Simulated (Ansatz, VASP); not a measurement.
**SnO2: VASP beside Ansatz**

```xyz
6
Lattice="-1.9540 1.9540 5.1013 1.9540 -1.9540 5.1013 2.0452 2.0452 -5.1013" Properties=species:S:1:pos:R:3 pbc="T T T"
Sn    0.0456    1.9996    2.5506
Sn    0.0000    0.0000    0.0000
O     0.0000    0.0000    8.1253
O     0.0456    1.9996    4.6278
O     0.0000    0.0000    2.0772
O     0.0456    1.9996    0.4734
```

Change from the starting cell: shear_xy strain +4.6%.

Alike in both runs: task single point; functional PBE; k mesh 10 × 10 × 10; occupations fermi-dirac, width 0.02 eV; no spin polarisation.

```csv
,VASP,Ansatz
version,VASP 6.6.1,Ansatz 0.2.0
potentials or method,"VASP PAW PBE potentials, release 64 (Sn_d, O)","plane waves, PAW"
plane-wave cutoff (eV),520,420
valence electrons in the cell,52,52
```

|  | VASP | Ansatz | Ansatz less VASP |
| --- | --- | --- | --- |
| gap on the k mesh at the Fermi level (eV) | 1.67 | 1.68 | +0.011 |
| pressure (GPa) | 7.4 | 6.8 | -0.61 |
| traceless stress, the component that is largest in VASP (GPa) | -1.57 | -1.60 | -0.025 |
| rms of the force components (eV/Å) | 0.056 | 0.043 | -0.0129 |

Atom by atom the forces differ by 0.013 eV/Å (rms over components).
